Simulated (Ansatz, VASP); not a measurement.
**One calculation of CuSb3, two programs**

```xyz
8
Lattice="7.8344 0.0000 0.0000 -3.9172 6.7848 0.0000 0.0000 0.0000 3.9377" Properties=species:S:1:pos:R:3 pbc="T T T"
Cu    0.0000    4.5232    0.9844
Cu    3.9172    2.2616    2.9533
Sb    3.9172    4.0974    0.9844
Sb   -1.5899    5.4411    2.9533
Sb    2.3273    1.3437    0.9844
Sb    0.0000    2.6873    2.9533
Sb    5.5071    1.3437    0.9844
Sb    1.5899    5.4411    2.9533
```

Alike in both runs: functional PBE; k mesh 6 × 6 × 10; occupations gaussian, width 0.1 eV; no spin polarisation.

Ansatz relaxed the structure, and its values are those at the end. VASP's run is a single point on that final structure, the one shown.

|  | VASP | Ansatz |
| --- | --- | --- |
| version | VASP 6.6.1 | Ansatz 0.2.0 |
| potentials or method | VASP PAW PBE potentials, release 64 (Cu, Sb), cutoff 520 eV | scalar-relativistic, plane waves, PAW |
| valence electrons in the cell | 52 | 128 |

|  | VASP | Ansatz | Ansatz less VASP |
| --- | --- | --- | --- |
| gap on the k mesh at the Fermi level (eV) | none | none | - |
| pressure (GPa) | 0.0 | 0.0 | -0.01 |
| rms of the force components (eV/Å) | 0.008 | 0.001 | -0.0069 |

A gap of «none» marks a metal or a gap that the smearing closes. VASP's potentials hold 52 valence electrons a cell and Ansatz's 128, so a difference there can come from the potentials and not from the codes.

Neither program's run includes spin-orbit coupling.
